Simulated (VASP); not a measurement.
Set up this calculation in VASP 6.6.1, as the native input.

| Quantity | Value |
| --- | --- |
| Task | single point |
| Functional | PBE |
| Potentials or basis | VASP PAW PBE potentials, release 64 (Si, Mo_sv, P) |
| Cutoff | 520 eV |
| k mesh | 12 × 12 × 4 |
| Occupations | gaussian, width 0.1 eV |
| Spin | no spin polarisation |
| Dipole correction | no |
| k mesh for the DOS | 18 × 18 × 6 |
| Occupations for the DOS | tetrahedron |
| Further INCAR settings | ALGO = Normal; EDIFF = 1e-07 |

Crystal: SiMoP3.

```
CELL_PARAMETERS angstrom
3.45155 0.00000 0.00000
-1.72577 2.98913 0.00000
0.00000 0.00000 9.28705
ATOMIC_POSITIONS crystal
Si 0.33333 0.66667 0.56605
Mo 0.00000 0.00000 0.16524
P 0.00000 0.00000 0.67828
P 0.33333 0.66667 0.32147
P 0.33333 0.66667 0.01897
```

The input as run:

POSCAR

```
SiMoP3
1.0
    3.4515490495      0.0000000000      0.0000000000
   -1.7257745247      2.9891291593      0.0000000000
    0.0000000000      0.0000000000      9.2870453203
Si Mo P
1 1 3
Direct
    0.3333333333      0.6666666667      0.5660453412
    0.0000000000      0.0000000000      0.1652375186
    0.0000000000      0.0000000000      0.6782777570
    0.3333333333      0.6666666667      0.3214738187
    0.3333333333      0.6666666667      0.0189655646
```

INCAR.step1

```
SYSTEM = SiMoP3
ALGO = Normal ; EDIFF = 1E-7
ENCUT = 520 ; GGA = PE
ISIF = 2 ; ISMEAR = 0
LASPH = .TRUE. ; LCHARG = .TRUE.
LMAXMIX = 4 ; LREAL = .FALSE.
LWAVE = .FALSE. ; NBANDS = 24
NELM = 60 ; PREC = Accurate
SIGMA = 0.1
```

KPOINTS.step1

```
k-points
0
G
  12 12 4
  0 0 0
```

INCAR.step2

```
SYSTEM = SiMoP3
ALGO = Normal ; EDIFF = 1E-7
ENCUT = 520 ; GGA = PE
ICHARG = 11 ; ISIF = 2
ISMEAR = -5 ; LASPH = .TRUE.
LCHARG = .FALSE. ; LMAXMIX = 4
LORBIT = 11 ; LREAL = .FALSE.
LWAVE = .FALSE. ; NEDOS = 1001
NELM = 60 ; PREC = Accurate
SIGMA = 0.1
```

KPOINTS.step2

```
k-points
0
G
  18 18 6
  0 0 0
```

Potentials or basis: VASP PAW PBE potentials, release 64 (Si, Mo_sv, P).

Run with:

```sh
$ cat potpaw_PBE.64/Si/POTCAR potpaw_PBE.64/Mo_sv/POTCAR potpaw_PBE.64/P/POTCAR > POTCAR
$ cp INCAR.step1 INCAR
$ cp KPOINTS.step1 KPOINTS
$ mpirun -np 1 vasp_std > vasp.out
$ cp INCAR.step2 INCAR
$ cp KPOINTS.step2 KPOINTS
$ mpirun -np 1 vasp_std > vasp.out
```

Results of the run:

| Property | Result |
| --- | --- |
| Valence electrons inside the program's atomic spheres | Si 1.64; Mo 12.52; P 2.54, 2.50, 2.48 |

Caveat: an odd number of electrons without spin polarisation forces a metal; a magnetic or distorted state may lie lower.

Wall time 4.7 min on 1 thread of Intel(R) Xeon(R) Platinum 8488C (Sapphire Rapids), with other jobs on the host, peak memory 0.52 GiB.
